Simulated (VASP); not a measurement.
# GaN in VASP: notebook

GaN is run at these levels: r2SCAN; tasks: single point.

Everything below comes from runs of VASP 6.6.1. Logs are shortened: lines on timing, memory, paths and dates and some standing lists are left out, and cuts for length are marked.

## (1) The cell of the first run

It takes space group F-43m (No. 216, cubic). Conventional cell: a = 4.498 Å, b = 4.498 Å, c = 4.498 Å, α = 90.00°, β = 90.00°, γ = 90.00°. Within 2.6 Å of Ga (site symmetry -43m) lie 4 N at 1.95 Å. N (site symmetry -43m) has 4 Ga at 1.95 Å within 2.6 Å.

## (2) Single point, r2SCAN

The input, POSCAR:

```
GaN
1.0
    0.0000000000      2.2489525436      2.2489525436
    2.2489525436      0.0000000000      2.2489525436
    2.2489525436      2.2489525436      0.0000000000
Ga N
1 1
Direct
    0.0000000000      0.0000000000      0.0000000000
    0.2500000000      0.2500000000      0.2500000000
```

The input, INCAR.step1:

```
SYSTEM = GaN
ALGO = Normal
EDIFF = 1E-5
ENCUT = 910
GGA = PE
GGA_COMPAT = .FALSE.
ISMEAR = 0
LASPH = .TRUE.
LCHARG = .FALSE.
LREAL = .FALSE.
LWAVE = .TRUE.
NBANDS = 16
NELM = 120
PREC = Accurate
SIGMA = 0.01
```

The input, INCAR.step2:

```
SYSTEM = GaN
ALGO = Normal
EDIFF = 1E-6
ENCUT = 910
GGA_COMPAT = .FALSE.
ISIF = 2
ISMEAR = 0
ISTART = 1
LASPH = .TRUE.
LCHARG = .FALSE.
LMIXTAU = .TRUE.
LREAL = .FALSE.
LWAVE = .FALSE.
METAGGA = R2SCAN
NBANDS = 16
NELM = 120
PREC = Accurate
SIGMA = 0.01
```

The input, KPOINTS:

```
k-points
0
G
  10 10 10
  0 0 0
```

Potentials or basis: VASP PAW PBE potentials, release 64 (Ga_d, N_h).

On the command line:

```bash
cat potpaw_PBE.64/Ga_d/POTCAR potpaw_PBE.64/N_h/POTCAR > POTCAR
cp INCAR.step1 INCAR
mpirun -np 1 vasp_std > vasp.out
cp INCAR.step2 INCAR
mpirun -np 1 vasp_std > vasp.out
```

OUTCAR:

```text
SYSTEM = GaN
   EDIFF = 1E-6
   ENCUT = 910
   ISIF = 2
   ISMEAR = 0
   ISTART = 1
   LASPH = .TRUE.
   LREAL = .FALSE.
   METAGGA = R2SCAN
   NELM = 120
   PREC = Accurate

 ion  position               nearest neighbor table
   1  0.000  0.000  0.000-   2 1.95   2 1.95   2 1.95   2 1.95
   2  0.250  0.250  0.250-   1 1.95   1 1.95   1 1.95   1 1.95

  LATTYP: Found a face centered cubic cell.
 ALAT       =     4.4979050872

  Lattice vectors:

 A1 = (   0.0000000000,   2.2489525436,   2.2489525436)
 A2 = (   2.2489525436,   0.0000000000,   2.2489525436)
 A3 = (   2.2489525436,   2.2489525436,   0.0000000000)

Analysis of symmetry for initial positions (statically):
=====================================================================
 Subroutine PRICEL returns:
 Original cell was already a primitive cell.

 Routine SETGRP: Setting up the symmetry group for a
 face centered cubic supercell.

 Subroutine GETGRP returns: Found 24 space group operations
 (whereof 24 operations were pure point group operations)
 out of a pool of 48 trial point group operations.

The static configuration has the point symmetry T_d .

Analysis of symmetry for dynamics (positions and initial velocities):
=====================================================================
 Subroutine PRICEL returns:
 Original cell was already a primitive cell.

 Routine SETGRP: Setting up the symmetry group for a
 face centered cubic supercell.

 Subroutine GETGRP returns: Found 24 space group operations
 (whereof 24 operations were pure point group operations)
 out of a pool of 48 trial point group operations.

The dynamic configuration has the point symmetry T_d .

 Subroutine INISYM returns: Found 24 space group operations
 (whereof 24 operations are pure point group operations),
 and found     1 'primitive' translations

----------------------------------------------------------------------------------------

                                     Primitive cell

  volume of cell :      22.7494

  direct lattice vectors                    reciprocal lattice vectors
     0.000000000  2.248952544  2.248952544    -0.222325723  0.222325723  0.222325723
     2.248952544  0.000000000  2.248952544     0.222325723 -0.222325723  0.222325723
     2.248952544  2.248952544  0.000000000     0.222325723  0.222325723 -0.222325723

  length of vectors
     3.180499188  3.180499188  3.180499188     0.385079448  0.385079448  0.385079448

  position of ions in fractional coordinates (direct lattice)
     0.000000000  0.000000000  0.000000000
     0.250000000  0.250000000  0.250000000
[... 73 lines left out ...]
   LSORBIT =      F    spin-orbit coupling
   LASPH  =      T    aspherical Exc in radial PAW
   ENCUT  =  910.0 eV  66.88 Ry    8.18 a.u.   7.82  7.82  7.82*2*pi/ulx,y,z
   NELM   =    120;   NELMIN=  2; NELMDL=  0     # of ELM steps
   EDIFF  = 0.1E-05   stopping-criterion for ELM
   LREAL  =      F    real-space projection
   EDIFFG = 0.1E-04   stopping-criterion for IOM
   NSW    =      0    number of steps for IOM
   IBRION =     -1    ionic relax: 0-MD 1-quasi-New 2-CG
   NFREE  =      0    steps in history (QN), initial steepest desc. (CG)
   ISIF   =      2    stress and relaxation
   ISYM   =      2    0-nonsym 1-usesym 2-fastsym
   POTIM  = 0.5000    time-step for ionic-motion
   TEBEG  =    0.0;   TEEND  =   0.0 temperature during run
   PSTRESS=    0.0 pullay stress
   NELECT =      18.0000    total number of electrons
   NUPDOWN=      -1.0000    fix difference up-down
   EMIN   =  10.00;   EMAX   =-10.00  energy-range for DOS
   EFERMI =   0.00;   METHOD = LEGACY
   ISMEAR =     0;   SIGMA  =   0.01  broadening in eV -4-tet -1-fermi 0-gaus
   EFERMI_NEDOS =   21; number of points for ismear=-14 and -15
   IALGO  =     38    algorithm
   IMIX   =      4    mixing-type and parameters
     AMIX     =   0.40;   BMIX     =  1.00
     AMIX_MAG =   1.60;   BMIX_MAG =  1.00
  volume/ion in A,a.u.               =      11.37        76.76
  Fermi-wavevector in a.u.,A,eV,Ry     =   1.514173  2.861371 31.194330  2.292719
  Thomas-Fermi vector in A             =   2.623866
   LORBIT       =      0    0 simple, 1 ext, 2 COOP (PROOUT), +10 PAW based schemes
   METAGGA = R2SCAN    functional components
   LHFCALC =     F    Hartree Fock is set to
   AEXX    =    0.0000 exact exchange contribution
   IVDW    =     0    specifies the selected vdW correction
   LEPSILON=     F    determine dielectric tensor
   LRPA    =     F    only Hartree local field effects (RPA)
 non-spin polarized calculation
 Gauss-broadening in eV      SIGMA  =   0.01
  energy-cutoff  :      910.00
  volume of cell :       22.75
 maximum number of plane-waves:      1430
   NGX = 15   NGY = 15   NGZ = 15

 number of electron      18.0000002 magnetization

 Free energy of the ion-electron system (eV)
  ---------------------------------------------------
  ext. energy  EPLUGINS =         0.00000000
  ---------------------------------------------------
  free energy    TOTEN  =       -21.89617160 eV

  energy without entropy =      -21.89617160  energy(sigma->0) =      -21.89617160

 E-fermi :   5.5432     XC(G=0): -12.6632

 val. band max:        5.3804692655   @ k =   0.0000   0.0000   0.0000
 cond. band min:       7.5374161285   @ k =   0.0000   0.0000   0.0000
 fundamental gap:      2.1569468630
 Fermi energy:         5.5432296992

 k-point     1 :       0.0000    0.0000    0.0000
  band No.  band energies     occupation
      1     -11.4054      2.00000
      2      -8.4559      2.00000
      3      -8.4559      2.00000
      4      -8.4559      2.00000
      5      -8.0985      2.00000
      6      -8.0985      2.00000
[... 433 lines left out ...]
      3      -8.2164      2.00000
      4      -8.2132      2.00000
      5      -8.0358      2.00000
      6      -7.2810      2.00000
[... 8 lines left out ...]
     15      28.7527      0.00000
     16      28.8408      0.00000

 [... further k-points ...]
[... 5 lines left out ...]
  --------------------------------------------------------------------------------------
  -------------------------------------------------------------------------------------
  Total        0.1398327      0.1398327      0.1398327      0.0000000      0.0000000      0.0000000
  in kB        9.8480076      9.8480076      9.8480076      0.0000000      0.0000000      0.0000000
  external PRESSURE =       9.8480076 kB  Pullay stress =       0.0000000 kB

 VOLUME and BASIS-vectors are now :
 -----------------------------------------------------------------------------
  energy-cutoff  :      910.00
  volume of cell :       22.75
      direct lattice vectors                 reciprocal lattice vectors
     0.000000000  2.248952544  2.248952544    -0.222325723  0.222325723  0.222325723
     2.248952544  0.000000000  2.248952544     0.222325723 -0.222325723  0.222325723
     2.248952544  2.248952544  0.000000000     0.222325723  0.222325723 -0.222325723

 POSITION                                       TOTAL-FORCE (eV/Angst)
 -----------------------------------------------------------------------------------
      0.00000      0.00000      0.00000         0.000000      0.000000      0.000000
      1.12448      1.12448      1.12448        -0.000000     -0.000000     -0.000000
 -----------------------------------------------------------------------------------
    total drift:                               -0.000000     -0.000000     -0.000000

  FREE ENERGIE OF THE ION-ELECTRON SYSTEM (eV)
  ---------------------------------------------------
  free  energy   TOTEN  =       -21.8961716022 eV

  energy  without entropy=      -21.8961716022  energy(sigma->0) =      -21.89617160
```

OUTCAR.step1:

```text
SYSTEM = GaN
   EDIFF = 1E-5
   ENCUT = 910
   GGA = PE
   ISMEAR = 0
   LASPH = .TRUE.
   LREAL = .FALSE.
[... 676 lines left out ...]
      0.00000      0.00000      0.00000         0.000000      0.000000     -0.000000
      1.12448      1.12448      1.12448        -0.000000     -0.000000      0.000000
 -----------------------------------------------------------------------------------
    total drift:                                0.000000      0.000000      0.000000

  FREE ENERGIE OF THE ION-ELECTRON SYSTEM (eV)
  ---------------------------------------------------
  free  energy   TOTEN  =       -12.1463620178 eV

  energy  without entropy=      -12.1463620178  energy(sigma->0) =      -12.14636202
```

It took 68 s on 1 thread of Intel Xeon 6975P-C (Granite Rapids), shared host; peak memory 0.2 GiB.

Results:

```
Free energy            : -21.8962 eV
Pressure               : 1.0 GPa
Band gap on the k mesh : 2.16 eV
```

Caveat: the cutoff is under 1.25 times the usual one of these potentials, so pressure, stress and relaxed cells hold a basis-set (Pulay) error; the PAW data sets were made with another functional, which shifts forces and pressure a little.

## (3) Single point, r2SCAN (epitaxial 111 strain -1.5%)

The input, POSCAR:

```
GaN
1.0
    0.0326554308      2.2478736862      2.2478736862
    2.2478736862      0.0326554308      2.2478736862
    2.2478736862      2.2478736862      0.0326554308
Ga N
1 1
Direct
    0.0011432943      0.0011432943      0.0011432943
    0.2488567057      0.2488567057      0.2488567057
```

The input, INCAR.step1:

```
SYSTEM = GaN
ALGO = Normal
EDIFF = 1E-5
ENCUT = 910
GGA = PE
GGA_COMPAT = .False.
ISMEAR = 0
LASPH = .True.
LCHARG = .False.
LREAL = .False.
LWAVE = .True.
NBANDS = 16
NELM = 120
PREC = Accurate
SIGMA = 0.01
```

The input, INCAR.step2:

```
SYSTEM = GaN
ALGO = Normal
EDIFF = 1E-6
ENCUT = 910
GGA_COMPAT = .False.
ISIF = 2
ISMEAR = 0
ISTART = 1
LASPH = .True.
LCHARG = .False.
LMIXTAU = .True.
LREAL = .False.
LWAVE = .False.
METAGGA = R2SCAN
NBANDS = 16
NELM = 120
PREC = Accurate
SIGMA = 0.01
```

The input, KPOINTS:

```
k-points
0
Gamma
  10 10 10
  0 0 0
```

Potentials or basis: VASP PAW PBE potentials, release 64 (Ga_d, N_h).

On the command line:

```bash
cat potpaw_PBE.64/Ga_d/POTCAR potpaw_PBE.64/N_h/POTCAR > POTCAR
cp INCAR.step1 INCAR
mpirun -np 1 vasp_std > vasp.out
cp INCAR.step2 INCAR
mpirun -np 1 vasp_std > vasp.out
```

Wall time 2.9 min (1 thread of Intel Xeon Platinum 8488C (Sapphire Rapids), shared host); peak memory 0.25 GiB.

Results (log left out):

| Property | Result |
| --- | --- |
| Free energy | -21.8770 eV |
| Pressure | 5.9 GPa |
| Band gap on the k mesh | 2.25 eV |

Stress tensor (GPa, compression positive):
```
 5.87 -2.46 -2.46
-2.46  5.87 -2.46
-2.46 -2.46  5.87
```

Levels at points of the mesh, in eV from the valence-band top:
| k point | band 6 | band 7 | band 8 | band 9 | band 10 | band 11 | band 12 | band 13 |
| --- | --- | --- | --- | --- | --- | --- | --- | --- |
| (0.00, 0.00, 0.00) | -13.53 | -0.16 | 0.00 | 0.00 | 2.25 | 10.82 | 11.32 | 11.32 |
| (0.50, 0.00, 0.00) | -12.37 | -7.37 | -1.18 | -1.06 | 5.24 | 9.55 | 11.00 | 11.08 |
| (0.50, 0.50, 0.00) | -12.02 | -6.39 | -3.05 | -2.83 | 3.71 | 7.39 | 12.73 | 15.19 |
| (0.50, 0.50, 0.50) | -12.47 | -7.50 | -0.98 | -0.98 | 5.54 | 9.46 | 11.36 | 11.36 |

Caveat: the cell differs from its parent crystal (epitaxial 111 strain -1.5%); the cutoff is under 1.25 times the usual one of these potentials, so pressure, stress and relaxed cells hold a basis-set (Pulay) error; the cell stands under pressure; the PAW data sets were made with another functional, which shifts forces and pressure a little.
